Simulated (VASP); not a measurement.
# BaTiO3: single point with RPBE+D3(BJ)

BaTiO3:

```
Ba Ti O
1.0
     3.94574    0.00000    0.00000
     0.00000    3.94574    0.00000
     0.00000    0.00000    3.96370
Ba Ti O
1 1 3
Direct
  0.00000 0.00000 0.00000
  0.50000 0.50000 0.49000
  0.00000 0.50000 0.51700
  0.50000 0.00000 0.51700
  0.50000 0.50000 0.01900
```

```json
{
  "Program": "VASP 6.6.1",
  "Task": "single point",
  "Functional": "RPBE",
  "Dispersion": "D3(BJ)",
  "Potentials or basis": "VASP PAW PBE potentials, release 64 (Ba_sv, Ti_sv, O_h)",
  "Cutoff": "910 eV",
  "k mesh": "7 × 7 × 7",
  "Occupations": "fermi-dirac, width 0.05 eV",
  "Spin": "no spin polarisation"
}
```

```yaml
Pressure: -11.4 GPa
Largest_force: 0.145 eV/Å
Band_gap_on_the_k_mesh: 2.00 eV (least direct gap 2.15 eV)
Dispersion_energy_per_atom: -1.676 eV
```

Forces on the atoms (eV/Å):
```
Ba   0.000  0.000  0.145
Ti   0.000  0.000  0.086
O    0.000  0.000 -0.115
O    0.000  0.000 -0.115
O    0.000  0.000 -0.002
```

Stress tensor (GPa, compression positive):
```
-11.65   0.00   0.00
  0.00 -11.65   0.00
  0.00   0.00 -10.82
```

Levels at points of the mesh, in eV from the valence-band top:
| k point | band 18 | band 19 | band 20 | band 21 | band 22 | band 23 |
| --- | --- | --- | --- | --- | --- | --- |
| (0.00, 0.00, 0.00) | -0.17 | -0.16 | -0.16 | 2.00 | 2.22 | 2.22 |

Run time: 68 s on 1 thread of Intel(R) Xeon(R) 6975P-C (Granite Rapids), with other jobs on the host, peak memory 0.35 GiB.

Caveat: the cutoff is under 1.25 times the usual one of these potentials, so pressure, stress and relaxed cells hold a basis-set (Pulay) error; the cell stands under tension; the PAW data sets were made with another functional, which shifts forces and pressure a little; spin-orbit coupling is left out, which moves the levels of the heavy elements; an odd mesh through Γ misses points on the zone boundary, where band edges can lie.
